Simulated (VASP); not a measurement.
TaN:

```
CELL_PARAMETERS angstrom
0.00000 2.21132 2.21132
2.21132 0.00000 2.21132
2.21132 2.21132 0.00000
ATOMIC_POSITIONS crystal
Ta 0.50000 0.50000 0.50000
N 0.00000 0.00000 0.00000
```

| Property | Result |
| --- | --- |
| Program | VASP 6.6.1 |
| Task | relaxation of cell and atoms |
| Functional | LDA |
| Potentials or basis | VASP PAW LDA potentials, release 64 (Ta_sv_GW, N) |
| Cutoff | 700 eV |
| k mesh | 10 × 10 × 10 |
| Occupations | fermi-dirac, width 0.05 eV |
| Spin | no spin polarisation |

At the start: pressure -16.4 GPa; volume 10.81 Å³/atom.

Where does the relaxation end?

Over 4 steps the energy falls by 27.2 meV/atom and the volume is 10.31 Å³/atom (-4.7 %); space group Fm-3m (No. 225, to 0.1 Å) before and after.

The path:
```tsv
step	energy change (eV)	largest force (eV/Å)	pressure (GPa)	volume (Å³)
1	0.0000	0.0000	-16.36	21.63
2	0.3055	0.0000	56.69	18.35
3	-0.0542	0.0000	-0.80	20.65
4	-0.0543	0.0000	-0.10	20.61
```

Final structure:
```cif
data_structure
_symmetry_space_group_name_H-M 'P 1'
_symmetry_Int_Tables_number 1
_cell_length_a 3.0777
_cell_length_b 3.0777
_cell_length_c 3.0777
_cell_angle_alpha 60.000
_cell_angle_beta 60.000
_cell_angle_gamma 60.000
_cell_volume 20.61
loop_
_atom_site_label
_atom_site_type_symbol
_atom_site_fract_x
_atom_site_fract_y
_atom_site_fract_z
_atom_site_occupancy
Ta1 Ta 0.50000 0.50000 0.50000 1
N1 N 0.00000 0.00000 0.00000 1
```

Caveat: the highest band is partly filled, so the run has too few bands.
